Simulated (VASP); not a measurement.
# ZnO (zincite) (P6_3mc) in VASP: notebook, part 2 of 2

VASP 6.6.1.

### Step 4. Single point, RPBE+D4

This run uses another cell than the first one, of 12.06 Å³/atom, 1.014 times its volume.

File INCAR:

```
SYSTEM = ZnO
PREC = Accurate
ENCUT = 520
EDIFF = 1E-6
ISMEAR = -1
SIGMA = 0.05
LREAL = .False.
LASPH = .True.
NELM = 80
ALGO = Normal
ISIF = 2
LWAVE = .False.
LCHARG = .False.
GGA = RP
IVDW = 13
NBANDS = 26
```

File KPOINTS:

```
Automatic mesh
0
Gamma
  9 9 5
  0 0 0
```

File POSCAR:

```
ZnO
1.0
    3.2575740532      0.0000000000      0.0000000000
   -1.6287870266      2.8211418848      0.0000000000
    0.0000000000      0.0000000000      5.2505549680
Zn O
2 2
Direct
    0.6666666667      0.3333333333     -0.0002496259
    0.3333333333      0.6666666667      0.4997503741
    0.3333333333      0.6666666667      0.8792596259
    0.6666666667      0.3333333333      0.3792596259
```

Potentials or basis: VASP PAW PBE potentials, release 64 (Zn, O).

Command:

```sh
cat potpaw_PBE.64/Zn/POTCAR potpaw_PBE.64/O/POTCAR > POTCAR
mpirun -np 1 vasp_std > vasp.out
```

OUTCAR:

```text
SYSTEM = ZnO
   PREC = Accurate
   ENCUT = 520
   EDIFF = 1E-6
   ISMEAR = -1
   LREAL = .False.
   LASPH = .True.
   NELM = 80
   ISIF = 2
   GGA = RP
   IVDW = 13

 ion  position               nearest neighbor table
   1  0.667  0.333  1.000-   3 1.98   3 1.98   3 1.98   4 1.99
   2  0.333  0.667  0.500-   4 1.98   4 1.98   4 1.98   3 1.99
   3  0.333  0.667  0.879-   1 1.98   1 1.98   1 1.98   2 1.99
   4  0.667  0.333  0.379-   2 1.98   2 1.98   2 1.98   1 1.99

  LATTYP: Found a hexagonal cell.
 ALAT       =     3.2575740532
 C/A-ratio  =     1.6117991125

  Lattice vectors:

 A1 = (   3.2575740532,   0.0000000000,   0.0000000000)
 A2 = (  -1.6287870266,   2.8211418848,   0.0000000000)
 A3 = (   0.0000000000,   0.0000000000,   5.2505549680)

Analysis of symmetry for initial positions (statically):
=====================================================================
 Subroutine PRICEL returns:
 Original cell was already a primitive cell.

 Routine SETGRP: Setting up the symmetry group for a
 hexagonal supercell.

 Subroutine GETGRP returns: Found 12 space group operations
 (whereof  6 operations were pure point group operations)
 out of a pool of 24 trial point group operations.

The static configuration has the point symmetry C_3v.
 The point group associated with its full space group is C_6v.

Analysis of symmetry for dynamics (positions and initial velocities):
=====================================================================
 Subroutine PRICEL returns:
 Original cell was already a primitive cell.

 Routine SETGRP: Setting up the symmetry group for a
 hexagonal supercell.

 Subroutine GETGRP returns: Found 12 space group operations
 (whereof  6 operations were pure point group operations)
 out of a pool of 24 trial point group operations.

The dynamic configuration has the point symmetry C_3v.
 The point group associated with its full space group is C_6v.

 Subroutine INISYM returns: Found 12 space group operations
 (whereof  6 operations are pure point group operations),
 and found     1 'primitive' translations

----------------------------------------------------------------------------------------

                                     Primitive cell

  volume of cell :      48.2530

  direct lattice vectors                    reciprocal lattice vectors
     3.257574053  0.000000000  0.000000000     0.306976905  0.177233199  0.000000000
    -1.628787027  2.821141885  0.000000000     0.000000000  0.354466397  0.000000000
     0.000000000  0.000000000  5.250554968     0.000000000  0.000000000  0.190456058

  length of vectors
     3.257574053  3.257574053  5.250554968     0.354466397  0.354466397  0.190456058

  position of ions in fractional coordinates (direct lattice)
     0.666666667  0.333333333  0.999750374
     0.333333333  0.666666667  0.499750374
     0.333333333  0.666666667  0.879259626
     0.666666667  0.333333333  0.379259626

  ion indices of the primitive-cell ions
   primitive index   ion index
                 1           1
                 2           2
                 3           3
                 4           4

----------------------------------------------------------------------------------------

 KPOINTS: Automatic mesh

Automatic generation of k-mesh.
 Grid dimensions read from file:
 generate k-points for:    9    9    5

 Generating k-lattice:

  Cartesian coordinates                     Fractional coordinates (reciprocal lattice)
     0.034108545  0.019692578  0.000000000     0.111111111 -0.000000000  0.000000000
     0.000000000  0.039385155  0.000000000     0.000000000  0.111111111  0.000000000
     0.000000000  0.000000000  0.038091212     0.000000000  0.000000000  0.200000000

  Length of vectors
     0.039385155  0.039385155  0.038091212

  Shift w.r.t. Gamma in fractional coordinates (k-lattice)
     0.000000000  0.000000000  0.000000000

 Subroutine IBZKPT returns following result:
 ===========================================

 Found     36 irreducible k-points:

 Following reciprocal coordinates:
            Coordinates               Weight
  0.000000  0.000000  0.000000      1.000000
  0.111111  0.000000  0.000000      6.000000
  0.222222  0.000000  0.000000      6.000000
  0.333333  0.000000  0.000000      6.000000
  0.444444  0.000000  0.000000      6.000000
  0.111111  0.111111  0.000000      6.000000
[... 16 lines left out ...]
  0.333333  0.222222  0.200000     24.000000
  0.333333  0.333333  0.200000      4.000000
 [... further k-points ...]
   k-points           NKPTS =     36   k-points in BZ     NKDIM =     36   number of bands    NBANDS=     26
   number of dos      NEDOS =    301   number of ions     NIONS =      4
   total plane-waves  NPLWV =  23040
   dimension x,y,z NGX =    24 NGY =   24 NGZ =   40
   dimension x,y,z NGXF=    48 NGYF=   48 NGZF=   80
   ions per type =               2   2
   NGX,Y,Z   is equivalent  to a cutoff of  12.25, 12.25, 12.67 a.u.
   NGXF,Y,Z  is equivalent  to a cutoff of  24.50, 24.50, 25.33 a.u.
 SYSTEM =  ZnO
   PREC   = accura    normal or accurate (medium, high low for compatibility)
   ISTART =      0    job   : 0-new  1-cont  2-samecut
   ICHARG =      2    charge: 1-file 2-atom 10-const
   ISPIN  =      1    spin polarized calculation?
   LNONCOLLINEAR =      F non collinear calculations
   LSORBIT =      F    spin-orbit coupling
   LASPH  =      T    aspherical Exc in radial PAW
   ENCUT  =  520.0 eV  38.22 Ry    6.18 a.u.   6.06  6.06  9.76*2*pi/ulx,y,z
   NELM   =     80;   NELMIN=  2; NELMDL= -5     # of ELM steps
   EDIFF  = 0.1E-05   stopping-criterion for ELM
   LREAL  =      F    real-space projection
   EDIFFG = 0.1E-04   stopping-criterion for IOM
   NSW    =      0    number of steps for IOM
   IBRION =     -1    ionic relax: 0-MD 1-quasi-New 2-CG
   NFREE  =      0    steps in history (QN), initial steepest desc. (CG)
   ISIF   =      2    stress and relaxation
   ISYM   =      2    0-nonsym 1-usesym 2-fastsym
   POTIM  = 0.5000    time-step for ionic-motion
   TEBEG  =    0.0;   TEEND  =   0.0 temperature during run
   PSTRESS=    0.0 pullay stress
   NELECT =      36.0000    total number of electrons
   NUPDOWN=      -1.0000    fix difference up-down
   EMIN   =  10.00;   EMAX   =-10.00  energy-range for DOS
   EFERMI =   0.00;   METHOD = LEGACY
   ISMEAR =    -1;   SIGMA  =   0.05  broadening in eV -4-tet -1-fermi 0-gaus
   EFERMI_NEDOS =   21; number of points for ismear=-14 and -15
   IALGO  =     38    algorithm
   IMIX   =      4    mixing-type and parameters
     AMIX     =   0.40;   BMIX     =  1.00
     AMIX_MAG =   1.60;   BMIX_MAG =  1.00
  volume/ion in A,a.u.               =      12.06        81.41
  Fermi-wavevector in a.u.,A,eV,Ry     =   1.484798  2.805862 29.995766  2.204627
  Thomas-Fermi vector in A             =   2.598290
   LORBIT       =      0    0 simple, 1 ext, 2 COOP (PROOUT), +10 PAW based schemes
   GGA     = RP    functional components
   LHFCALC =     F    Hartree Fock is set to
   AEXX    =    0.0000 exact exchange contribution
   IVDW    =    13    specifies the selected vdW correction
   LEPSILON=     F    determine dielectric tensor
   LRPA    =     F    only Hartree local field effects (RPA)
 non-spin polarized calculation
  energy-cutoff  :      520.00
  volume of cell :       48.25
 maximum number of plane-waves:      1317
   NGX = 13   NGY = 13   NGZ = 19

 number of electron      36.0000032 magnetization

 Free energy of the ion-electron system (eV)
  ---------------------------------------------------
  ext. energy  EPLUGINS =         0.00000000
  ---------------------------------------------------
  free energy    TOTEN  =       -16.29572011 eV

  energy without entropy =      -16.29571790  energy(sigma->0) =      -16.29571900

 E-fermi :   1.7337     XC(G=0): -10.5796

 val. band max:        1.2667611126   @ k =   0.0000   0.0000   0.0000
 cond. band min:       2.1200488156   @ k =   0.0000   0.0000   0.0000
 fundamental gap:      0.8532877030
 Fermi energy:         1.7336643314

 k-point     1 :       0.0000    0.0000    0.0000
  band No.  band energies     occupation
      1     -16.8047      2.00000
      2     -16.1195      2.00000
      3      -4.3539      2.00000
      4      -4.3539      2.00000
      5      -4.3053      2.00000
      6      -4.2351      2.00000
[... 685 lines left out ...]
     25      14.9159      0.00000
     26      15.8228      0.00000

 [... further k-points ...]

------------------------ aborting loop because EDIFF is reached ----------------------------------------

  DFT-D4 for vdW energy calculation

  Edisp (eV):   -2.00485

  FORCE on cell =-STRESS in cart. coord.  units (eV):
  Direction    XX          YY          ZZ          XY          YZ          ZX
  --------------------------------------------------------------------------------------
  -------------------------------------------------------------------------------------
  Total       0.34352     0.34352     0.34444     0.00000     0.00000     0.00000
  in kB      11.40612    11.40612    11.43654     0.00000     0.00000     0.00000
  external pressure =       11.42 kB  Pullay stress =        0.00 kB

 VOLUME and BASIS-vectors are now :
 -----------------------------------------------------------------------------
  energy-cutoff  :      520.00
  volume of cell :       48.25
      direct lattice vectors                 reciprocal lattice vectors
     3.257574053  0.000000000  0.000000000     0.306976905  0.177233199  0.000000000
    -1.628787027  2.821141885  0.000000000     0.000000000  0.354466397  0.000000000
     0.000000000  0.000000000  5.250554968     0.000000000  0.000000000  0.190456058

 POSITION                                       TOTAL-FORCE (eV/Angst)
 -----------------------------------------------------------------------------------
      1.62879      0.94038      5.24924        -0.000000     -0.000000      0.002319
     -0.00000      1.88076      2.62397         0.000000     -0.000000      0.002319
     -0.00000      1.88076      4.61660         0.000000     -0.000000     -0.002319
      1.62879      0.94038      1.99132        -0.000000      0.000000     -0.002319
 -----------------------------------------------------------------------------------
    total drift:                               -0.000000     -0.000001     -0.000873

  FREE ENERGIE OF THE ION-ELECTRON SYSTEM (eV)
  ---------------------------------------------------
  free  energy   TOTEN  =       -18.3005717556 eV

  energy  without entropy=      -18.3005695406  energy(sigma->0) =      -18.30057065
```

stdout:

```text
POSCAR found type information on POSCAR ZnO
 POSCAR found :  2 types and       4 ions
 scaLAPACK will be used
 -----------------------------------------------------------------------------
|                                                                             |
|                                                                             |
|     You enforced a specific xc type in the INCAR file but a different       |
|     I HOPE YOU KNOW WHAT YOU ARE DOING!                                     |
|                                                                             |
 -----------------------------------------------------------------------------

 LDA part: xc-table for (Slater+PW92), standard interpolation
 POSCAR, INCAR and KPOINTS ok, starting setup
 FFT: planning ... GRIDC
 FFT: planning ... GRID_SOFT
 FFT: planning ... GRID
 WAVECAR not read
 entering main loop
```

It took 34 s on 1 thread of Intel Xeon Platinum 8259CL at 2.50GHz (Skylake/Cascade Lake), shared host; peak memory 0.17 GiB.

What came out:

```yaml
Free_energy: -18.3006 eV
Pressure: 1.1 GPa
Band_gap_on_the_k_mesh: 0.85 eV, direct
Dispersion_energy_per_atom: -0.501 eV
```

Forces in eV/Å, atoms in the order of the input:
```
Zn   0.000  0.000  0.002
Zn   0.000  0.000  0.002
O    0.000  0.000 -0.002
O    0.000  0.000 -0.002
```

Caveat: the PAW data sets were made with another functional, which shifts forces and pressure a little.

### Step 5. The runs side by side

```csv
task,level,cell,cutoff (eV),gap on the mesh (eV),pressure (GPa)
relaxation of cell and atoms,PBE exchange alone,"relaxed from a = 3.249, b = 3.249, c = 5.206 Å, angles 90.0, 90.0, 120.0°, 4 atoms",600,0.60,0.0
single point,RPBE+D3(BJ),"a = 3.208, b = 3.208, c = 5.126 Å, angles 90.0, 90.0, 120.0°, 4 atoms",520,0.94,1.4
single point,RPBE+D4,"a = 3.258, b = 3.258, c = 5.251 Å, angles 90.0, 90.0, 120.0°, 4 atoms",520,0.85,1.1
```

Alike in all rows: potentials or basis VASP PAW PBE potentials, release 64 (Zn, O); no spin polarisation; k mesh 9 × 9 × 5; smearing fermi-dirac 0.05 eV.

Caveats: the PAW data sets were made with another functional, which shifts forces and pressure a little (some runs); the volume moved by over 15 % at a fixed basis, so the end points are rough (some runs); the volume moved by +17 % from the deposited cell, more than functionals usually miss (some runs).

Total energies depend on the potentials used, so only differences within one code and one set of settings carry meaning.

### Step 6. Against experiment

Step 3. Against the measured gap of ZnO, 3.37 eV (quoted in “Electronic structure of alkaline earth and post-transition metal oxides”, 2009, arxiv:0908.1581), the calculated 0.94 eV is off by -2.43 eV. So large a miss can be the level of theory's own, or it may mean another phase, state or a wrong row. The value is that of RPBE+D3(BJ), without temperature or zero-point motion. Semilocal functionals fall short of measured gaps as a rule.

Step 4. Against the measured gap of ZnO, 3.37 eV (quoted in “Electronic structure of alkaline earth and post-transition metal oxides”, 2009, arxiv:0908.1581), the calculated 0.85 eV is off by -2.52 eV. So large a miss can be the level of theory's own, or it may mean another phase, state or a wrong row. The value is that of RPBE+D4, without temperature or zero-point motion. Semilocal functionals fall short of measured gaps as a rule.
